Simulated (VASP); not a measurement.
# B3C2 (P6_3/m) in VASP: a series of runs, part 2 of 3

VASP 6.6.1. The steps go on from the part before.

### Step 4. Single point, PBE

This run uses another cell than the first one, of 6.91 Å³/atom.

Contents of INCAR:

```
ALGO = Normal ; EDIFF = 1E-6
ENCUT = 520 ; GGA = PE
ISIF = 2 ; ISMEAR = 0
LASPH = True ; LCHARG = True
LELF = True ; LREAL = False
LVHAR = True ; LWAVE = False
NBANDS = 28 ; NELM = 100
PREC = Accurate ; SIGMA = 0.1
```

Contents of KPOINTS:

```
k-points
0
Gamma
  6 6 4
```

Contents of POSCAR:

```
B3C2
1.0
    3.9582542250      0.0000000000      0.0000000000
   -1.9791271125      3.4279487135      0.0000000000
    0.0000000000      0.0000000000      5.0904289470
B C
6 4
Direct
    0.7121869373      0.6537850162      0.2500000000
    0.6537850162      0.9415980789      0.7500000000
    0.9415980789      0.2878130627      0.2500000000
    0.0584019211      0.7121869373      0.7500000000
    0.2878130627      0.3462149838      0.7500000000
    0.3462149838      0.0584019211      0.2500000000
    0.6666666667      0.3333333333      0.7500000000
    0.3333333333      0.6666666667      0.2500000000
    0.0000000000      0.0000000000      0.5000000000
    0.0000000000      0.0000000000      0.0000000000
```

Potentials or basis: VASP PAW PBE potentials, release 64 (B, C).

Launch:

```
cat potpaw_PBE.64/B/POTCAR potpaw_PBE.64/C/POTCAR > POTCAR
mpirun -np 1 vasp_std > vasp.out
```

OUTCAR:

```text
EDIFF = 1E-6
   ENCUT = 520
   GGA = PE
   ISIF = 2
   ISMEAR = 0
   LASPH = True
   LREAL = False
   NELM = 100
   PREC = Accurate

 ion  position               nearest neighbor table
   1  0.712  0.654  0.250-   8 1.53   9 1.80  10 1.80   3 2.06   6 2.06
   2  0.654  0.942  0.750-   7 1.53   9 1.80  10 1.80   4 2.06   5 2.06
   3  0.942  0.288  0.250-   8 1.53   9 1.80  10 1.80   6 2.06   1 2.06
   4  0.058  0.712  0.750-   7 1.53   9 1.80  10 1.80   2 2.06   5 2.06
   5  0.288  0.346  0.750-   7 1.53   9 1.80  10 1.80   4 2.06   2 2.06
   6  0.346  0.058  0.250-   8 1.53   9 1.80  10 1.80   3 2.06   1 2.06
   7  0.667  0.333  0.750-   2 1.53   4 1.53   5 1.53
   8  0.333  0.667  0.250-   6 1.53   3 1.53   1 1.53
   9  0.000  0.000  0.500-   2 1.80   6 1.80   4 1.80   3 1.80   5 1.80   1 1.80
  10  0.000  0.000  0.000-   2 1.80   6 1.80   4 1.80   3 1.80   5 1.80   1 1.80

  LATTYP: Found a hexagonal cell.
 ALAT       =     3.9582542250
 C/A-ratio  =     1.2860288040

  Lattice vectors:

 A1 = (   3.9582542250,   0.0000000000,   0.0000000000)
 A2 = (  -1.9791271125,   3.4279487135,   0.0000000000)
 A3 = (   0.0000000000,   0.0000000000,   5.0904289470)

Analysis of symmetry for initial positions (statically):
=====================================================================
 Subroutine PRICEL returns:
 Original cell was already a primitive cell.

 Routine SETGRP: Setting up the symmetry group for a
 hexagonal supercell.

 Subroutine GETGRP returns: Found 12 space group operations
 (whereof  6 operations were pure point group operations)
 out of a pool of 24 trial point group operations.

The static configuration has the point symmetry S_6 .
 The point group associated with its full space group is C_6h.

Analysis of symmetry for dynamics (positions and initial velocities):
[... 152 lines left out ...]
   GGA     = PE    functional components
   LHFCALC =     F    Hartree Fock is set to
   AEXX    =    0.0000 exact exchange contribution
   IVDW    =     0    specifies the selected vdW correction
   LEPSILON=     F    determine dielectric tensor
   LRPA    =     F    only Hartree local field effects (RPA)
 non-spin polarized calculation
 Gauss-broadening in eV      SIGMA  =   0.10
  energy-cutoff  :      520.00
  volume of cell :       69.07
 maximum number of plane-waves:      1891
 NGX is ok and might be reduce to    30
   NGX = 15   NGY = 15   NGZ = 19

 number of electron      34.0000004 magnetization

 Free energy of the ion-electron system (eV)
  ---------------------------------------------------
  ext. energy  EPLUGINS =         0.00000000
  ---------------------------------------------------
  free energy    TOTEN  =       -65.87266349 eV

  energy without entropy =      -65.86076109  energy(sigma->0) =      -65.86671229

 E-fermi :   7.3586     XC(G=0): -12.1747

 val. band max:        7.3570015377   @ k =   0.1667   0.1667   0.2500
 cond. band min:       7.4109514606   @ k =   0.3333  -0.0000   0.5000
 fundamental gap:      0.0539499229
 Fermi energy:         7.3586371421

 k-point     1 :       0.0000    0.0000    0.0000
  band No.  band energies     occupation
      1     -10.6273      2.00000
      2      -6.9816      2.00000
      3      -5.2682      2.00000
      4      -3.1735      2.00000
      5      -1.0100      2.00000
      6      -0.7714      2.00000
[... 733 lines left out ...]
     27      16.3754      0.00000
     28      16.3754      0.00000

------------------------ aborting loop because EDIFF is reached ----------------------------------------

  FORCE on cell =-STRESS in cart. coord.  units (eV):
  Direction    XX          YY          ZZ          XY          YZ          ZX
  --------------------------------------------------------------------------------------
  -------------------------------------------------------------------------------------
  Total        0.0150481      0.0150481     -0.0233904     -0.0000005      0.0000000      0.0000000
  in kB        0.3490591      0.3490591     -0.5425700     -0.0000108      0.0000000      0.0000000
  external PRESSURE =       0.0518494 kB  Pullay stress =       0.0000000 kB

 VOLUME and BASIS-vectors are now :
 -----------------------------------------------------------------------------
  energy-cutoff  :      520.00
  volume of cell :       69.07
      direct lattice vectors                 reciprocal lattice vectors
     3.958254225  0.000000000  0.000000000     0.252636628  0.145859825  0.000000000
    -1.979127113  3.427948714  0.000000000     0.000000000  0.291719650  0.000000000
     0.000000000  0.000000000  5.090428947     0.000000000  0.000000000  0.196447099

 POSITION                                       TOTAL-FORCE (eV/Angst)
 -----------------------------------------------------------------------------------
      1.52509      2.24114      1.27261         0.016832      0.006148     -0.000000
      0.72431      3.22775      3.81782         0.013740     -0.011503     -0.000000
      3.15747      0.98661      1.27261        -0.003092     -0.017651     -0.000000
     -1.17834      2.44134      3.81782         0.003092      0.017651     -0.000000
      0.45403      1.18681      3.81782        -0.016832     -0.006148     -0.000000
      1.25482      0.20020      1.27261        -0.013740      0.011503     -0.000000
      1.97913      1.14265      3.81782         0.000000      0.000000     -0.000000
     -0.00000      2.28530      1.27261        -0.000000      0.000000      0.000000
      0.00000      0.00000      2.54521        -0.000000      0.000000     -0.000000
      0.00000      0.00000      0.00000         0.000000      0.000000     -0.000000
 -----------------------------------------------------------------------------------
    total drift:                               -0.000000      0.000000     -0.000000

  FREE ENERGIE OF THE ION-ELECTRON SYSTEM (eV)
  ---------------------------------------------------
  free  energy   TOTEN  =       -65.8726634889 eV

  energy  without entropy=      -65.8607610854  energy(sigma->0) =      -65.86671229
```

Run time: 20 s. Hardware: 1 thread of Intel Xeon 6975P-C (Granite Rapids), shared host; peak memory 0.18 GiB.

Results:

```yaml
Free_energy: -65.8727 eV
Pressure: 0.0 GPa
Largest_force: 0.018 eV/Å
Band_gap_on_the_k_mesh: zero (bands 17 and 18 overlap by 1.63 eV)
```

Forces on the atoms (eV/Å):
```
B    0.017  0.006  0.000
B    0.014 -0.012  0.000
B   -0.003 -0.018  0.000
B    0.003  0.018  0.000
B   -0.017 -0.006  0.000
B   -0.014  0.012  0.000
C    0.000  0.000  0.000
C    0.000  0.000  0.000
C    0.000  0.000  0.000
C    0.000  0.000  0.000
```

Stress tensor (GPa, compression positive):
```
 0.03  0.00  0.00
 0.00  0.03  0.00
 0.00  0.00 -0.05
```

Levels at points of the mesh, in eV from the Fermi level:
```tsv
k point	band 14	band 15	band 16	band 17	band 18	band 19	band 20	band 21
(0.00, 0.00, 0.00)	-3.71	-3.71	-2.90	-2.11	-0.86	-0.86	0.93	2.72
(0.50, 0.00, 0.00)	-2.16	-2.07	-1.82	-1.37	1.66	2.08	2.41	3.76
(0.00, 0.00, 0.50)	-4.66	-4.66	-4.66	0.48	0.48	2.11	2.11	2.11
(0.50, 0.00, 0.50)	-2.62	-1.91	-1.91	0.08	0.08	2.02	2.02	3.69
```

### Step 5. Relaxation of cell and atoms, PBE

This run uses another cell than the first one, of 11.04 Å³/atom.

Contents of INCAR:

```
SYSTEM = B3C2
PREC = Accurate
ENCUT = 600
EDIFF = 1E-6
ISMEAR = 0
SIGMA = 0.1
LREAL = .False.
LASPH = .True.
NELM = 80
ALGO = Normal
ISIF = 3
LWAVE = .False.
LCHARG = .False.
GGA = PE
IBRION = 2
NSW = 90
EDIFFG = -0.04
```

Contents of KPOINTS:

```
Automatic mesh
0
Gamma
  3 3 6
  0 0 0
```

Contents of POSCAR:

```
B3C2
1.0
    5.9106623200      0.0000000000      0.0000000000
   -2.9553311600      5.1187837200      0.0000000000
    0.0000000000      0.0000000000      3.6483294700
B C
6 4
Direct
    0.6949472400      0.6158427000      0.2500000000
    0.6158427000      0.9208954600      0.7500000000
    0.9208954600      0.3050527600      0.2500000000
    0.0791045400      0.6949472400      0.7500000000
    0.3050527600      0.3841573000      0.7500000000
    0.3841573000      0.0791045400      0.2500000000
    0.6666666700      0.3333333300      0.7500000000
    0.3333333300      0.6666666700      0.2500000000
    0.0000000000      0.0000000000      0.5000000000
    0.0000000000      0.0000000000      0.0000000000
```

Launch:

```
cat potpaw_PBE.64/B/POTCAR potpaw_PBE.64/C/POTCAR > POTCAR
mpirun -np 1 vasp_std > vasp.out
```

Wall time 4.5 min (1 thread of Intel Xeon 6975P-C (Granite Rapids), shared host); peak memory 0.26 GiB.

It converged, with:

- Free energy: -66.1086 eV
- Relaxed volume: 6.87 Å³/atom
- Relaxed cell: a = 3.953 Å, b = 3.953 Å, c = 5.077 Å, α = 90.00°, β = 90.00°, γ = 120.00°
- Space group after relaxing (to 0.1 Å): P6_3/m (No. 176)
- Energy gained by relaxing: 2134.4 meV/atom
- Ionic steps: 25
- Pressure after relaxing: -0.3 GPa
- Largest force after relaxing: 0.013 eV/Å
- Band gap on the k mesh: zero (bands 17 and 18 overlap by 1.63 eV)

Forces on the atoms (eV/Å):
```
B    0.010  0.008  0.000
B    0.012 -0.005  0.000
B    0.002 -0.013  0.000
B   -0.002  0.013  0.000
B   -0.010 -0.008  0.000
B   -0.012  0.005  0.000
C    0.000  0.000  0.000
C    0.000  0.000  0.000
C    0.000  0.000  0.000
C    0.000  0.000  0.000
```

Stress tensor (GPa, compression positive):
```
-0.54  0.00  0.00
 0.00 -0.54  0.00
 0.00  0.00  0.23
```

The path:
| step | energy change (eV) | largest force (eV/Å) | pressure (GPa) | volume (Å³) |
| --- | --- | --- | --- | --- |
| 1 | 0.0000 | 0.7155 | -38.27 | 110.38 |
| 2 | -8.8208 | 0.9712 | -27.89 | 73.39 |
| 3 | -10.1487 | 1.0090 | -5.00 | 62.67 |
| 4 | -10.1793 | 1.0274 | 4.20 | 60.29 |
| 5 | -10.1842 | 1.0209 | 0.83 | 61.10 |
| 6 | -12.4320 | 1.5012 | 19.23 | 57.39 |
| 7 | -13.0547 | 1.4287 | 80.02 | 51.88 |
| 8 | -13.4770 | 0.7273 | 53.24 | 53.82 |
| 9 | -14.0883 | 0.6578 | 52.65 | 54.44 |
| 10 | -15.0411 | 2.3175 | 58.09 | 55.53 |
| 11 | -14.3978 | 7.4695 | 81.96 | 57.10 |
| 12 | -15.3176 | 4.6658 | 67.78 | 56.45 |
| 13 | -16.2623 | 4.6963 | 55.89 | 58.67 |
| 14 | -18.1440 | 4.4643 | 29.09 | 65.28 |
| 15 | -18.5335 | 5.0174 | -1.42 | 78.26 |
| 16 | -18.7894 | 4.9714 | 10.90 | 71.91 |
| 17 | -18.8451 | 5.0706 | 7.51 | 73.38 |
| 18 | -19.9357 | 3.0580 | -3.92 | 74.05 |
| 19 | -20.5712 | 0.8903 | -19.31 | 75.27 |
| 20 | -20.9854 | 0.6155 | -14.39 | 73.08 |
| 21 | -21.3230 | 0.2557 | -4.31 | 69.54 |
| 22 | -21.3329 | 0.3103 | -1.93 | 68.82 |
| 23 | -21.3328 | 0.2960 | -2.37 | 68.94 |
| 24 | -21.3430 | 0.0815 | -0.91 | 68.77 |
| 25 | -21.3440 | 0.0130 | -0.28 | 68.69 |

Final structure:
```yaml
crystal:
  lattice:
    - [3.95251, 0.00000, 0.00000]
    - [-1.97625, 3.42297, 0.00000]
    - [0.00000, 0.00000, 5.07740]
  atoms:
    - { symbol: B, position: [0.71232, 0.65234, 0.25000] }
    - { symbol: B, position: [0.65234, 0.94002, 0.75000] }
    - { symbol: B, position: [0.94002, 0.28768, 0.25000] }
    - { symbol: B, position: [0.05998, 0.71232, 0.75000] }
    - { symbol: B, position: [0.28768, 0.34766, 0.75000] }
    - { symbol: B, position: [0.34766, 0.05998, 0.25000] }
    - { symbol: C, position: [0.66667, 0.33333, 0.75000] }
    - { symbol: C, position: [0.33333, 0.66667, 0.25000] }
    - { symbol: C, position: [0.00000, 0.00000, 0.50000] }
    - { symbol: C, position: [0.00000, 0.00000, 0.00000] }
```

Levels at points of the mesh, in eV from the Fermi level:
| k point | band 15 | band 16 | band 17 | band 18 | band 19 | band 20 |
| --- | --- | --- | --- | --- | --- | --- |
| (0.00, 0.00, 0.00) | -4.08 | -3.21 | -2.48 | -1.19 | -1.19 | 0.58 |
| (0.00, 0.00, 0.50) | -5.03 | -5.03 | 0.16 | 0.16 | 1.79 | 1.79 |

Caveat: the k points lie up to 0.61 Å⁻¹ apart in the final cell, too coarse for converged energies and pressures of a metal; the volume moved by over 15 % at a fixed basis, so the end points are rough.

(Part 2 of 3 ends here.)
